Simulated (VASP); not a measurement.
# Rb2NbF6 (P-3m1) in VASP: single point with LDA

Aim: the single point of Rb2NbF6 with LDA.

Everything below comes from runs of VASP 6.6.1. Logs are shortened: lines on timing, memory, paths and dates and some standing lists are left out, and cuts for length are marked.

### Step 1. The cell of the first run

The structure is trigonal, space group P-3m1 (No. 164). The conventional cell has a = 6.071 Å, b = 6.071 Å, c = 4.801 Å, α = 90.00°, β = 90.00°, γ = 120.00°. Within 3.9 Å of Rb (site symmetry 3m) lie 12 F at 2.92 to 3.17 Å and 3 Nb at 3.85 Å and 3 Rb at 3.86 Å. Within 2.5 Å of Nb (site symmetry -3m) lie 6 F at 1.91 Å. F (site symmetry m) has 1 Nb at 1.91 Å and 2 F at 2.54 Å within 2.6 Å.

### Step 2. Single point, LDA, collinear spin

The input, INCAR:

```
PREC = Accurate
ENCUT = 520
EDIFF = 1E-7
ISMEAR = 0
SIGMA = 0.05
LREAL = False
LASPH = True
NELM = 150
ALGO = Normal
ISIF = 2
LWAVE = False
LCHARG = True
ISPIN = 2
MAGMOM = 0 0 0.45 0.02 0.02 0.02 0.02 0.02 0.02
LORBIT = 11
LMAXMIX = 4
GGA = CA
LELF = True
LVHAR = True
NBANDS = 50
```

The input, KPOINTS:

```
regular mesh
0
Gamma
  4 4 4
```

The input, POSCAR:

```
Rb2NbF6
1.0
    6.0708988700      0.0000000000      0.0000000000
   -3.0354494400      5.2575526500      0.0000000000
    0.0000000000      0.0000000000      4.8006003500
Rb Nb F
2 1 6
Direct
    0.3333333333      0.6666666667      0.6690000000
    0.6666666667      0.3333333333      0.3310000000
    0.0000000000      0.0000000000      0.0000000000
    0.1560000000      0.8440000000      0.2020000000
    0.1560000000      0.3120000000      0.2020000000
    0.6880000000      0.8440000000      0.2020000000
    0.8440000000      0.1560000000      0.7980000000
    0.3120000000      0.1560000000      0.7980000000
    0.8440000000      0.6880000000      0.7980000000
```

Potentials or basis: VASP PAW LDA potentials, release 64 (Rb_sv, Nb_sv, F).

Command:

```
cat potpaw_LDA.64/Rb_sv/POTCAR potpaw_LDA.64/Nb_sv/POTCAR potpaw_LDA.64/F/POTCAR > POTCAR
mpirun -np 1 vasp_std > vasp.out
```

OUTCAR:

```text
PREC = Accurate
   ENCUT = 520
   EDIFF = 1E-7
   ISMEAR = 0
   LREAL = False
   LASPH = True
   NELM = 150
   ISIF = 2
   ISPIN = 2
   LORBIT = 11
   GGA = CA

 ion  position               nearest neighbor table
   1  0.333  0.667  0.669-   6 2.92   4 2.92   5 2.92   9 3.10   9 3.10   7 3.10   7 3.10   8 3.10
                             8 3.10   6 3.17   4 3.17   5 3.17   3 3.85   3 3.85   3 3.85   2 3.86
   2  0.667  0.333  0.331-   8 2.92   7 2.92   9 2.92   5 3.10   5 3.10   4 3.10   4 3.10   6 3.10
                             6 3.10   8 3.17   7 3.17   9 3.17   3 3.85   3 3.85   3 3.85   1 3.86
   3  0.000  0.000  0.000-   6 1.91   8 1.91   7 1.91   4 1.91   5 1.91   9 1.91   2 3.85   1 3.85
                             2 3.85   1 3.85   2 3.85   1 3.85
   4  0.156  0.844  0.202-   3 1.91   1 2.92   2 3.10   2 3.10   1 3.17
   5  0.156  0.312  0.202-   3 1.91   1 2.92   2 3.10   2 3.10   1 3.17
   6  0.688  0.844  0.202-   3 1.91   1 2.92   2 3.10   2 3.10   1 3.17
   7  0.844  0.156  0.798-   3 1.91   2 2.92   1 3.10   1 3.10   2 3.17
   8  0.312  0.156  0.798-   3 1.91   2 2.92   1 3.10   1 3.10   2 3.17
   9  0.844  0.688  0.798-   3 1.91   2 2.92   1 3.10   1 3.10   2 3.17

  LATTYP: Found a hexagonal cell.
 ALAT       =     6.0708988700
 C/A-ratio  =     0.7907561059

  Lattice vectors:

 A1 = (   6.0708988700,   0.0000000000,   0.0000000000)
 A2 = (  -3.0354494400,   5.2575526500,   0.0000000000)
 A3 = (   0.0000000000,   0.0000000000,   4.8006003500)

Analysis of symmetry for initial positions (statically):
=====================================================================
 Subroutine PRICEL returns:
 Original cell was already a primitive cell.

 Routine SETGRP: Setting up the symmetry group for a
 hexagonal supercell.

 Subroutine GETGRP returns: Found 12 space group operations
 (whereof 12 operations were pure point group operations)
 out of a pool of 24 trial point group operations.

The static configuration has the point symmetry D_3d.

Analysis of symmetry for dynamics (positions and initial velocities):
=====================================================================
 Subroutine PRICEL returns:
 Original cell was already a primitive cell.

 Routine SETGRP: Setting up the symmetry group for a
 hexagonal supercell.

 Subroutine GETGRP returns: Found 12 space group operations
 (whereof 12 operations were pure point group operations)
 out of a pool of 24 trial point group operations.

The dynamic configuration has the point symmetry D_3d.

Analysis of structural, dynamic, and magnetic symmetry:
=====================================================================
 Subroutine PRICEL returns:
 Original cell was already a primitive cell.

 Routine SETGRP: Setting up the symmetry group for a
 hexagonal supercell.

 Subroutine GETGRP returns: Found 12 space group operations
 (whereof 12 operations were pure point group operations)
 out of a pool of 24 trial point group operations.

The overall configuration has the point symmetry D_3d.

 Subroutine INISYM returns: Found 12 space group operations
 (whereof 12 operations are pure point group operations),
 and found     1 'primitive' translations

----------------------------------------------------------------------------------------

                                     Primitive cell

  volume of cell :     153.2259

  direct lattice vectors                    reciprocal lattice vectors
     6.070898870  0.000000000  0.000000000     0.164720253  0.095101283  0.000000000
    -3.035449440  5.257552650  0.000000000     0.000000000  0.190202565  0.000000000
     0.000000000  0.000000000  4.800600350     0.000000000  0.000000000  0.208307280

  length of vectors
     6.070898870  6.070898877  4.800600350     0.190202565  0.190202565  0.208307280

  position of ions in fractional coordinates (direct lattice)
     0.333333333  0.666666667  0.669000000
     0.666666667  0.333333333  0.331000000
     0.000000000  0.000000000  0.000000000
     0.156000000  0.844000000  0.202000000
     0.156000000  0.312000000  0.202000000
     0.688000000  0.844000000  0.202000000
     0.844000000  0.156000000  0.798000000
[... 62 lines left out ...]
   NGX,Y,Z   is equivalent  to a cutoff of  13.14, 13.14, 12.47 a.u.
   NGXF,Y,Z  is equivalent  to a cutoff of  26.29, 26.29, 24.93 a.u.
 SYSTEM =  unknown system
   PREC   = accura    normal or accurate (medium, high low for compatibility)
   ISTART =      0    job   : 0-new  1-cont  2-samecut
   ICHARG =      2    charge: 1-file 2-atom 10-const
   ISPIN  =      2    spin polarized calculation?
   LNONCOLLINEAR =      F non collinear calculations
   LSORBIT =      F    spin-orbit coupling
   LASPH  =      T    aspherical Exc in radial PAW
   ENCUT  =  520.0 eV  38.22 Ry    6.18 a.u.  11.29 11.29  8.93*2*pi/ulx,y,z
   NELM   =    150;   NELMIN=  2; NELMDL= -5     # of ELM steps
   EDIFF  = 0.1E-06   stopping-criterion for ELM
   LREAL  =      F    real-space projection
   EDIFFG = 0.1E-05   stopping-criterion for IOM
   NSW    =      0    number of steps for IOM
   IBRION =     -1    ionic relax: 0-MD 1-quasi-New 2-CG
   NFREE  =      0    steps in history (QN), initial steepest desc. (CG)
   ISIF   =      2    stress and relaxation
   ISYM   =      2    0-nonsym 1-usesym 2-fastsym
   POTIM  = 0.5000    time-step for ionic-motion
   TEBEG  =    0.0;   TEEND  =   0.0 temperature during run
   PSTRESS=    0.0 pullay stress
   NELECT =      73.0000    total number of electrons
   NUPDOWN=      -1.0000    fix difference up-down
   EMIN   =  10.00;   EMAX   =-10.00  energy-range for DOS
   EFERMI =   0.00;   METHOD = LEGACY
   ISMEAR =     0;   SIGMA  =   0.05  broadening in eV -4-tet -1-fermi 0-gaus
   EFERMI_NEDOS =   21; number of points for ismear=-14 and -15
   IALGO  =     38    algorithm
   IMIX   =      4    mixing-type and parameters
     AMIX     =   0.40;   BMIX     =  1.00
     AMIX_MAG =   1.60;   BMIX_MAG =  1.00
  volume/ion in A,a.u.               =      17.03       114.89
  Fermi-wavevector in a.u.,A,eV,Ry     =   1.278611  2.416224 22.243427  1.634846
  Thomas-Fermi vector in A             =   2.411144
   LORBIT       =     11    0 simple, 1 ext, 2 COOP (PROOUT), +10 PAW based schemes
   GGA     = CA    functional components
   LHFCALC =     F    Hartree Fock is set to
   AEXX    =    0.0000 exact exchange contribution
   IVDW    =     0    specifies the selected vdW correction
   LEPSILON=     F    determine dielectric tensor
   LRPA    =     F    only Hartree local field effects (RPA)
 spin polarized calculation
 Gauss-broadening in eV      SIGMA  =   0.05
  energy-cutoff  :      520.00
  volume of cell :      153.23
 maximum number of plane-waves:      4144
 NGX is ok and might be reduce to    48
   NGX = 23   NGY = 23   NGZ = 17

 number of electron      73.0000075 magnetization       1.0000462

 Free energy of the ion-electron system (eV)
  ---------------------------------------------------
  ext. energy  EPLUGINS =         0.00000000
  ---------------------------------------------------
  free energy    TOTEN  =       -53.89606411 eV

  energy without entropy =      -53.88835013  energy(sigma->0) =      -53.89220712

 E-fermi :   3.8907     XC(G=0):  -9.5803

 val. band max:        3.8547771697   @ k =   0.5000  -0.0000   0.5000
 cond. band min:       3.8916949290   @ k =   0.0000   0.0000   0.0000
 fundamental gap:      0.0369177592
 Fermi energy:         3.8907466052

 spin component 1

 k-point     1 :       0.0000    0.0000    0.0000
  band No.  band energies     occupation
      1     -53.8962      1.00000
      2     -30.8492      1.00000
      3     -30.8492      1.00000
      4     -30.3623      1.00000
      5     -24.6567      1.00000
      6     -24.5525      1.00000
[... 652 lines left out ...]
     47       9.0336      0.00000
     48       9.1290      0.00000
 Fermi energy:         3.8907466052

 spin component 2

 k-point     1 :       0.0000    0.0000    0.0000
  band No.  band energies     occupation
      1     -53.4265      1.00000
      2     -30.4863      1.00000
      3     -30.4863      1.00000
      4     -29.6875      1.00000
      5     -24.6548      1.00000
      6     -24.5513      1.00000
[... 652 lines left out ...]
     47       9.1643      0.00000
     48       9.2938      0.00000
 [bands above 48 left out]

------------------------ aborting loop because EDIFF is reached ----------------------------------------

  FORCE on cell =-STRESS in cart. coord.  units (eV):
  Direction    XX          YY          ZZ          XY          YZ          ZX
  --------------------------------------------------------------------------------------
  -------------------------------------------------------------------------------------
  Total        4.7349265      4.7349265      2.3068153     -0.0000000      0.0000000      0.0000000
  in kB       49.5098539     49.5098540     24.1207733     -0.0000000      0.0000000      0.0000000
  external PRESSURE =      41.0468271 kB  Pullay stress =       0.0000000 kB

 VOLUME and BASIS-vectors are now :
 -----------------------------------------------------------------------------
  energy-cutoff  :      520.00
  volume of cell :      153.23
      direct lattice vectors                 reciprocal lattice vectors
     6.070898870  0.000000000  0.000000000     0.164720253  0.095101283  0.000000000
    -3.035449440  5.257552650  0.000000000     0.000000000  0.190202565  0.000000000
     0.000000000  0.000000000  4.800600350     0.000000000  0.000000000  0.208307280

 POSITION                                       TOTAL-FORCE (eV/Angst)
 -----------------------------------------------------------------------------------
     -0.00000      3.50504      3.21160         0.000000      0.000000      0.114194
      3.03545      1.75252      1.58900         0.000000      0.000000     -0.114194
      0.00000      0.00000      0.00000         0.000000      0.000000      0.000000
     -1.61486      4.43737      0.96972         1.371986     -0.792117      1.099822
     -0.00000      1.64036      0.96972        -0.000000      1.584233      1.099822
      1.61486      4.43737      0.96972        -1.371986     -0.792117      1.099822
      4.65031      0.82018      3.83088        -1.371986      0.792117     -1.099822
      1.42059      0.82018      3.83088         1.371986      0.792117     -1.099822
      3.03545      3.61720      3.83088         0.000000     -1.584233     -1.099822
 -----------------------------------------------------------------------------------
    total drift:                               -0.000000     -0.000000     -0.000000

  FREE ENERGIE OF THE ION-ELECTRON SYSTEM (eV)
  ---------------------------------------------------
  free  energy   TOTEN  =       -53.8960641129 eV

  energy  without entropy=      -53.8883501306  energy(sigma->0) =      -53.89220712

 total charge

# of ion       s       p       d       tot
------------------------------------------
    1        1.933   5.340   0.016   7.289
    2        1.933   5.340   0.016   7.289
    3        2.199   6.149   2.267  10.615
    4        1.733   4.359   0.000   6.092
    5        1.733   4.359   0.000   6.092
    6        1.733   4.359   0.000   6.092
    7        1.733   4.359   0.000   6.092
    8        1.733   4.359   0.000   6.092
    9        1.733   4.359   0.000   6.092
--------------------------------------------------
tot         16.461  42.985   2.299  61.745

 magnetization (x)

# of ion       s       p       d       tot
------------------------------------------
    1        0.000   0.000   0.001   0.001
    2        0.000   0.000   0.001   0.001
    3        0.009   0.004   0.711   0.725
    4        0.000   0.015   0.000   0.016
    5        0.000   0.015   0.000   0.016
    6        0.000   0.015   0.000   0.016
    7        0.000   0.015   0.000   0.016
    8        0.000   0.015   0.000   0.016
    9        0.000   0.015   0.000   0.016
--------------------------------------------------
tot          0.011   0.097   0.713   0.821
```

Wall time 8.1 min (1 thread of AMD EPYC 7R43 (Zen 3), shared host); peak memory 0.28 GiB.

Results:

```
Free energy                                           : -53.8961 eV
Pressure                                              : 4.1 GPa
Largest force                                         : 1.929 eV/Å
Band gap on the k mesh                                : zero (filled and empty bands overlap)
Net moment                                            : 1.00 μB per cell
Site moments                                          : Rb +0.00; Nb +0.72; F +0.02 μB
Valence electrons inside the program's atomic spheres : Rb 7.29; Nb 10.62; F 6.09
```

Forces on the atoms (eV/Å):
```
Rb   0.000  0.000  0.114
Rb   0.000  0.000 -0.114
Nb   0.000  0.000  0.000
F    1.372 -0.792  1.100
F    0.000  1.584  1.100
F   -1.372 -0.792  1.100
F   -1.372  0.792 -1.100
F    1.372  0.792 -1.100
F    0.000 -1.584 -1.100
```

Levels at points of the mesh, in eV from the Fermi level:
Spin up:
```
           k point  band 34  band 35  band 36  band 37  band 38  band 39  band 40  band 41
(0.00, 0.00, 0.00)    -6.60    -6.60    -6.56    -0.28     0.00     0.00     0.83     4.11
(0.50, 0.00, 0.00)    -6.73    -6.70    -6.62    -0.16     0.08     0.19     2.55     2.79
(0.00, 0.00, 0.50)    -6.65    -6.61    -6.61    -0.10     0.05     0.05     2.61     3.36
(0.50, 0.00, 0.50)    -6.80    -6.70    -6.57    -0.04     0.08     0.16     2.88     3.54
```
Spin down:
```csv
k point,band 32,band 33,band 34,band 35,band 36,band 37,band 38,band 39,band 40,band 41
"(0.00, 0.00, 0.00)",-6.91,-6.76,-6.54,-6.54,-6.53,0.33,0.33,0.41,1.03,4.14
"(0.50, 0.00, 0.00)",-6.97,-6.82,-6.67,-6.67,-6.57,0.39,0.54,0.70,2.57,2.89
"(0.00, 0.00, 0.50)",-6.80,-6.80,-6.63,-6.56,-6.56,0.39,0.39,0.76,2.66,3.42
"(0.50, 0.00, 0.50)",-6.84,-6.78,-6.75,-6.65,-6.52,0.35,0.50,0.91,2.96,3.60
```

Caveat: the cell stands under pressure; forces of over 1 eV/Å act on the atoms, so gaps and moduli don't describe the material at rest.

The gap in the log of VASP goes by the Fermi energy; the results here count the filled bands.